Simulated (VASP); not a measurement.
# AlCu4 (P2_13) in VASP: a series of runs

The runs below take AlCu4 through single point, with PBEsol.

Everything below comes from runs of VASP 6.6.1. Logs are shortened: lines on timing, memory, paths and dates and some standing lists are left out, and cuts for length are marked.

## Step 1: The cell of the first run

Symmetry: P2_13, No. 198, cubic system. The conventional cell has a = 6.098 Å, b = 6.098 Å, c = 6.098 Å, α = 90.00°, β = 90.00°, γ = 90.00°. Within 3.0 Å of Al (site symmetry 3) lie 12 Cu at 2.30 to 2.58 Å. Cu (site symmetry 3) has 3 Al at 2.30 Å and 9 Cu at 2.45 to 2.59 Å within 3.0 Å. Within 3.2 Å of Cu (site symmetry 1) lie 11 Cu at 2.45 to 3.16 Å and 3 Al at 2.46 to 2.58 Å.

## Step 2: Single point, PBEsol (11.34 Å³/atom)

Contents of INCAR:

```
ALGO = Fast
EDIFF = 1E-6
ENCUT = 520
GGA = PS
ISIF = 2
ISMEAR = 0
LASPH = T
LCHARG = F
LREAL = Auto
LWAVE = F
NBANDS = 110
NELM = 80
PREC = Accurate
SIGMA = 0.1
```

Contents of KPOINTS:

```
k-points
0
Gamma
  6 6 6
```

Contents of POSCAR:

```
AlCu4
1.0
    6.0976054138      0.0000000000      0.0000000000
    0.0000000000      6.0976054138      0.0000000000
    0.0000000000      0.0000000000      6.0976054138
Al Cu
4 16
Direct
    0.4396843227      0.9396843227      0.5603156773
    0.9396843227      0.5603156773      0.4396843227
    0.5603156773      0.4396843227      0.9396843227
    0.0603156773      0.0603156773      0.0603156773
    0.8092369083      0.3092369083      0.1907630917
    0.3092369083      0.1907630917      0.8092369083
    0.1907630917      0.8092369083      0.3092369083
    0.6907630917      0.6907630917      0.6907630917
    0.0469207512      0.8752524605      0.7013542830
    0.2986457170      0.5469207512      0.6247475395
    0.3752524605      0.7986457170      0.9530792488
    0.5469207512      0.6247475395      0.2986457170
    0.7986457170      0.9530792488      0.3752524605
    0.8752524605      0.7013542830      0.0469207512
    0.9530792488      0.3752524605      0.7986457170
    0.7013542830      0.0469207512      0.8752524605
    0.6247475395      0.2986457170      0.5469207512
    0.4530792488      0.1247475395      0.2013542830
    0.2013542830      0.4530792488      0.1247475395
    0.1247475395      0.2013542830      0.4530792488
```

Potentials or basis: VASP PAW PBE potentials, release 64 (Al, Cu).

Run with:

```bash
$ cat potpaw_PBE.64/Al/POTCAR potpaw_PBE.64/Cu/POTCAR > POTCAR
$ mpirun -np 1 vasp_std > vasp.out
```

OUTCAR:

```text
EDIFF = 1E-6
   ENCUT = 520
   GGA = PS
   ISIF = 2
   ISMEAR = 0
   LASPH = T
   LREAL = Auto
   NELM = 80
   PREC = Accurate

 ion  position               nearest neighbor table
   1  0.440  0.940  0.560-   6 2.30   7 2.30   8 2.30  13 2.46  17 2.46  18 2.46   9 2.57  10 2.57
                            11 2.57  12 2.58  16 2.58  20 2.58
   2  0.940  0.560  0.440-   5 2.30   7 2.30   8 2.30  10 2.46  15 2.46  20 2.46  14 2.57  12 2.57
                            13 2.57  17 2.58  19 2.58   9 2.58
   3  0.560  0.440  0.940-   5 2.30   6 2.30   8 2.30  11 2.46  12 2.46  19 2.46  16 2.57  17 2.57
                            15 2.57  10 2.58  18 2.58  14 2.58
   4  0.060  0.060  0.060-   5 2.30   6 2.30   7 2.30   9 2.46  14 2.46  16 2.46  18 2.57  19 2.57
                            20 2.57  11 2.58  15 2.58  13 2.58
   5  0.809  0.309  0.191-   2 2.30   3 2.30   4 2.30  13 2.45  17 2.45  18 2.45  14 2.58  15 2.58
                            19 2.58  16 2.59  12 2.59  20 2.59
   6  0.309  0.191  0.809-   1 2.30   3 2.30   4 2.30  10 2.45  15 2.45  20 2.45  16 2.58  18 2.58
                            11 2.58   9 2.59  19 2.59  17 2.59
   7  0.191  0.809  0.309-   1 2.30   2 2.30   4 2.30  11 2.45  12 2.45  19 2.45  13 2.58   9 2.58
                            20 2.58  18 2.59  10 2.59  14 2.59
   8  0.691  0.691  0.691-   1 2.30   2 2.30   3 2.30   9 2.45  14 2.45  16 2.45  10 2.58  12 2.58
                            17 2.58  15 2.59  13 2.59  11 2.59
   9  0.047  0.875  0.701-   8 2.45   4 2.46  13 2.54  20 2.54  10 2.57  11 2.57   1 2.57   7 2.58
[... 9 lines left out ...]
  14  0.875  0.701  0.047-   8 2.45   4 2.46  15 2.54  19 2.54  12 2.57  13 2.57   2 2.57   5 2.58
                            16 2.58   9 2.58   3 2.58   7 2.59
  15  0.953  0.375  0.799-   6 2.45   2 2.46  14 2.54  19 2.54  17 2.57  16 2.57   3 2.57   5 2.58
                            10 2.58  20 2.58   4 2.58   8 2.59
  16  0.701  0.047  0.875-   8 2.45   4 2.46  11 2.54  18 2.54  17 2.57  15 2.57   3 2.57   6 2.58
                            14 2.58   9 2.58   1 2.58   5 2.59
  17  0.625  0.299  0.547-   5 2.45   1 2.46  10 2.54  12 2.54  15 2.57  16 2.57   3 2.57   8 2.58
                            13 2.58  18 2.58   2 2.58   6 2.59
  18  0.453  0.125  0.201-   5 2.45   1 2.46  11 2.54  16 2.54  19 2.57  20 2.57   4 2.57   6 2.58
                            13 2.58  17 2.58   3 2.58   7 2.59
  19  0.201  0.453  0.125-   7 2.45   3 2.46  14 2.54  15 2.54  18 2.57  20 2.57   4 2.57   5 2.58
                            11 2.58  12 2.58   2 2.58   6 2.59
  20  0.125  0.201  0.453-   6 2.45   2 2.46   9 2.54  13 2.54  18 2.57  19 2.57   4 2.57   7 2.58
                            10 2.58  15 2.58   1 2.58   5 2.59

  LATTYP: Found a simple cubic cell.
 ALAT       =     6.0976054138

  Lattice vectors:

 A1 = (   6.0976054138,   0.0000000000,   0.0000000000)
 A2 = (   0.0000000000,   6.0976054138,   0.0000000000)
 A3 = (   0.0000000000,   0.0000000000,   6.0976054138)

Analysis of symmetry for initial positions (statically):
=====================================================================
 Subroutine PRICEL returns:
[... 177 lines left out ...]
   IALGO  =     68    algorithm
   IMIX   =      4    mixing-type and parameters
     AMIX     =   0.40;   BMIX     =  1.00
     AMIX_MAG =   1.60;   BMIX_MAG =  1.00
  volume/ion in A,a.u.               =      11.34        76.50
  Fermi-wavevector in a.u.,A,eV,Ry     =   1.538042  2.906478 32.185568  2.365572
  Thomas-Fermi vector in A             =   2.644466
   LORBIT       =      0    0 simple, 1 ext, 2 COOP (PROOUT), +10 PAW based schemes
   GGA     = PS    functional components
   LHFCALC =     F    Hartree Fock is set to
   AEXX    =    0.0000 exact exchange contribution
   IVDW    =     0    specifies the selected vdW correction
   LEPSILON=     F    determine dielectric tensor
   LRPA    =     F    only Hartree local field effects (RPA)
 non-spin polarized calculation
 RMM-DIIS sequential band-by-band and
 Gauss-broadening in eV      SIGMA  =   0.10
  energy-cutoff  :      520.00
  volume of cell :      226.71
 maximum number of plane-waves:      6152
 NGX is ok and might be reduce to    48
   NGX = 23   NGY = 23   NGZ = 23

 number of electron     188.0000061 magnetization

 Free energy of the ion-electron system (eV)
  ---------------------------------------------------
  ext. energy  EPLUGINS =         0.00000000
  ---------------------------------------------------
  free energy    TOTEN  =       -87.15207214 eV

  energy without entropy =      -87.12919982  energy(sigma->0) =      -87.14063598

 E-fermi :   8.7762     XC(G=0): -12.8485

 val. band max:        8.7138331583   @ k =   0.5000   0.5000   0.3333
 cond. band min:       8.7844182070   @ k =   0.1667   0.1667   0.1667
 fundamental gap:      0.0705850488
 Fermi energy:         8.7762207667

 k-point     1 :       0.0000    0.0000    0.0000
  band No.  band energies     occupation
      1      -1.9349      2.00000
      2       1.3051      2.00000
      3       1.3051      2.00000
      4       1.3051      2.00000
      5       2.1797      2.00000
      6       2.1797      2.00000
[... 2605 lines left out ...]
    105      12.9016      0.00000
    106      12.9016      0.00000
 [bands above 106 left out]

------------------------ aborting loop because EDIFF is reached ----------------------------------------

  FORCE on cell =-STRESS in cart. coord.  units (eV):
  Direction    XX          YY          ZZ          XY          YZ          ZX
  --------------------------------------------------------------------------------------
  -------------------------------------------------------------------------------------
  Total       15.0775888     15.0775888     15.0775888     -0.0000000     -0.0000000     -0.0000000
  in kB      106.5527164    106.5527164    106.5527164     -0.0000000     -0.0000000     -0.0000000
  external PRESSURE =     106.5527164 kB  Pullay stress =       0.0000000 kB

 VOLUME and BASIS-vectors are now :
 -----------------------------------------------------------------------------
  energy-cutoff  :      520.00
  volume of cell :      226.71
      direct lattice vectors                 reciprocal lattice vectors
     6.097605414  0.000000000  0.000000000     0.163998805  0.000000000  0.000000000
     0.000000000  6.097605414  0.000000000     0.000000000  0.163998805  0.000000000
     0.000000000  0.000000000  6.097605414     0.000000000  0.000000000  0.163998805

 POSITION                                       TOTAL-FORCE (eV/Angst)
 -----------------------------------------------------------------------------------
      2.68102      5.72982      3.41658         0.002741      0.002741     -0.002741
      5.72982      3.41658      2.68102         0.002741     -0.002741      0.002741
      3.41658      2.68102      5.72982        -0.002741      0.002741      0.002741
      0.36778      0.36778      0.36778        -0.002741     -0.002741     -0.002741
      4.93441      1.88560      1.16320        -0.002642     -0.002642      0.002642
      1.88560      1.16320      4.93441        -0.002642      0.002642     -0.002642
[... 12 lines left out ...]
      1.22778      2.76270      0.76066         0.001228     -0.002284      0.000731
      0.76066      1.22778      2.76270         0.000731      0.001228     -0.002284
 -----------------------------------------------------------------------------------
    total drift:                               -0.000001     -0.000002     -0.000000

  FREE ENERGIE OF THE ION-ELECTRON SYSTEM (eV)
  ---------------------------------------------------
  free  energy   TOTEN  =       -87.1520721406 eV

  energy  without entropy=      -87.1291998190  energy(sigma->0) =      -87.14063598
```

OSZICAR:

```text
N       E                     dE             d eps       ncg     rms          rms(c)
DAV:   1     0.198438915401E+04    0.19844E+04   -0.75221E+04  5280   0.285E+03
DAV:   2     0.264463676291E+03   -0.17199E+04   -0.16720E+04  5280   0.614E+02
DAV:   3    -0.875882428241E+02   -0.35205E+03   -0.33097E+03  5288   0.294E+02
DAV:   4    -0.111845439549E+03   -0.24257E+02   -0.23369E+02  6128   0.105E+02
DAV:   5    -0.112578545169E+03   -0.73311E+00   -0.72900E+00  7982   0.180E+01    0.410E+01
RMM:   6    -0.984687366192E+02    0.14110E+02   -0.33285E+02  5550   0.150E+02    0.241E+01
RMM:   7    -0.867529031044E+02    0.11716E+02   -0.82548E+01  5416   0.800E+01    0.333E+00
RMM:   8    -0.871886874165E+02   -0.43578E+00   -0.52812E+00  6760   0.115E+01    0.227E+00
RMM:   9    -0.871683202062E+02    0.20367E-01   -0.93412E-01  6242   0.467E+00    0.789E-01
RMM:  10    -0.871548064245E+02    0.13514E-01   -0.27436E-01  6367   0.261E+00    0.816E-01
RMM:  11    -0.871492885890E+02    0.55178E-02   -0.75917E-02  6052   0.164E+00    0.149E-01
RMM:  12    -0.871518494764E+02   -0.25609E-02   -0.30096E-02  7520   0.547E-01    0.108E-01
RMM:  13    -0.871522183477E+02   -0.36887E-03   -0.37511E-03  7188   0.213E-01    0.118E-01
RMM:  14    -0.871522366525E+02   -0.18305E-04   -0.19419E-04  7995   0.580E-02    0.107E-01
RMM:  15    -0.871520801668E+02    0.15649E-03   -0.96090E-04  7410   0.144E-01    0.214E-02
RMM:  16    -0.871520725191E+02    0.76477E-05   -0.83372E-05  5951   0.515E-02    0.620E-02
RMM:  17    -0.871520720172E+02    0.50196E-06   -0.26779E-05  6727   0.213E-02    0.200E-02
RMM:  18    -0.871520721406E+02   -0.12345E-06   -0.25137E-06  3816   0.745E-03
   1 F= -.87152072E+02 E0= -.87140636E+02  d E =-.228723E-01
```

Wall time 13 min (1 thread of AMD EPYC 9R45 (Zen 5), shared host); peak memory 0.53 GiB.

Results:

| Item | Value |
| --- | --- |
| Free energy | -87.1521 eV |
| Pressure | 10.7 GPa |
| Largest force | 0.005 eV/Å |
| Band gap on the k mesh | zero (bands 94 and 95 overlap by 0.98 eV) |

Forces in eV/Å, atoms in the order of the input:
```
Al   0.003  0.003 -0.003
Al   0.003 -0.003  0.003
Al  -0.003  0.003  0.003
Al  -0.003 -0.003 -0.003
Cu  -0.003 -0.003  0.003
Cu  -0.003  0.003 -0.003
Cu   0.003 -0.003 -0.003
Cu   0.003  0.003  0.003
Cu   0.002 -0.001  0.001
Cu  -0.001  0.002  0.001
Cu  -0.001 -0.001 -0.002
Cu   0.002  0.001 -0.001
Cu  -0.001 -0.002 -0.001
Cu  -0.001  0.001  0.002
Cu  -0.002 -0.001 -0.001
Cu   0.001  0.002 -0.001
Cu   0.001 -0.001  0.002
Cu  -0.002  0.001  0.001
Cu   0.001 -0.002  0.001
Cu   0.001  0.001 -0.002
```

Caveat: the cell stands under pressure; the PAW data sets were made with another functional, which shifts forces and pressure a little.

## Step 3: Single point, PBEsol (11.70 Å³/atom)

This run uses another cell than the first one, of 11.70 Å³/atom.

Contents of INCAR:

```
SYSTEM = AlCu4
ALGO     = Fast           ! electronic algorithm
EDIFF    = 1E-7           ! SCF threshold, eV
ENCUT    = 520            ! plane-wave cutoff, eV
GGA      = PS             ! functional
ISIF     = 2              ! what is computed and relaxed
ISMEAR   = 0              ! smearing method
LASPH    = .True.         ! aspherical terms in the spheres
LCHARG   = .True.         ! write CHGCAR
LELF     = .True.         ! ELF
LREAL    = Auto         
LVHAR    = .True.       
LWAVE    = .False.        ! write WAVECAR
NBANDS   = 110            ! bands
NELM     = 80             ! most SCF steps
PREC     = Accurate       ! precision mode
SIGMA    = 0.1            ! smearing width, eV
```

Contents of KPOINTS:

```
k-points
0
Gamma
  6 6 6
  0 0 0
```

Contents of POSCAR:

```
AlCu4
1.0
    6.1617954510      0.0000000000      0.0000000000
    0.0000000000      6.1617954510      0.0000000000
    0.0000000000      0.0000000000      6.1617954510
Al Cu
4 16
Direct
    0.4397935459      0.9397935459      0.5602064541
    0.9397935459      0.5602064541      0.4397935459
    0.5602064541      0.4397935459      0.9397935459
    0.0602064541      0.0602064541      0.0602064541
    0.8088200391      0.3088200391      0.1911799609
    0.3088200391      0.1911799609      0.8088200391
    0.1911799609      0.8088200391      0.3088200391
    0.6911799609      0.6911799609      0.6911799609
    0.0471713232      0.8753395767      0.7009279844
    0.2990720156      0.5471713232      0.6246604233
    0.3753395767      0.7990720156      0.9528286768
    0.5471713232      0.6246604233      0.2990720156
    0.7990720156      0.9528286768      0.3753395767
    0.8753395767      0.7009279844      0.0471713232
    0.9528286768      0.3753395767      0.7990720156
    0.7009279844      0.0471713232      0.8753395767
    0.6246604233      0.2990720156      0.5471713232
    0.4528286768      0.1246604233      0.2009279844
    0.2009279844      0.4528286768      0.1246604233
    0.1246604233      0.2009279844      0.4528286768
```

Potentials or basis: VASP PAW PBE potentials, release 64 (Al, Cu).

Run with:

```bash
$ cat potpaw_PBE.64/Al/POTCAR potpaw_PBE.64/Cu/POTCAR > POTCAR
$ mpirun -np 1 vasp_std > vasp.out
```

Wall time 15 min (1 thread of AMD EPYC 9R45 (Zen 5), shared host); peak memory 0.54 GiB.

Results (log left out):

```
Free energy            : -87.5279 eV
Pressure               : 5.4 GPa
Largest force          : 0.010 eV/Å
Band gap on the k mesh : zero (bands 94 and 95 overlap by 0.98 eV)
```

Forces on the atoms (eV/Å):
```
Al   0.004  0.004 -0.004
Al   0.004 -0.004  0.004
Al  -0.004  0.004  0.004
Al  -0.004 -0.004 -0.004
Cu   0.003  0.003 -0.003
Cu   0.003 -0.003  0.003
Cu  -0.003  0.003  0.003
Cu  -0.003 -0.003 -0.003
Cu   0.000 -0.001  0.010
Cu  -0.010  0.000  0.001
Cu  -0.001 -0.010  0.000
Cu   0.000  0.001 -0.010
Cu  -0.010  0.000 -0.001
Cu  -0.001  0.010  0.000
Cu   0.000 -0.001 -0.010
Cu   0.010  0.000 -0.001
Cu   0.001 -0.010  0.000
Cu   0.000  0.001  0.010
Cu   0.010  0.000  0.001
Cu   0.001  0.010  0.000
```

Levels at points of the mesh, in eV from the Fermi level:
```tsv
k point	band 92	band 93	band 94	band 95	band 96	band 97
(0.00, 0.00, 0.00)	-0.44	-0.44	-0.44	-0.25	-0.25	0.43
(0.50, 0.00, 0.00)	-0.61	-0.36	-0.36	0.48	0.48	1.31
(0.50, 0.50, 0.00)	-1.29	-0.08	-0.08	1.05	1.05	1.78
(0.50, 0.50, 0.50)	0.42	0.73	0.73	0.73	0.73	2.46
```

Caveat: the cell stands under pressure; the PAW data sets were made with another functional, which shifts forces and pressure a little.

The gap in the log of VASP goes by the Fermi energy; the results here count the filled bands.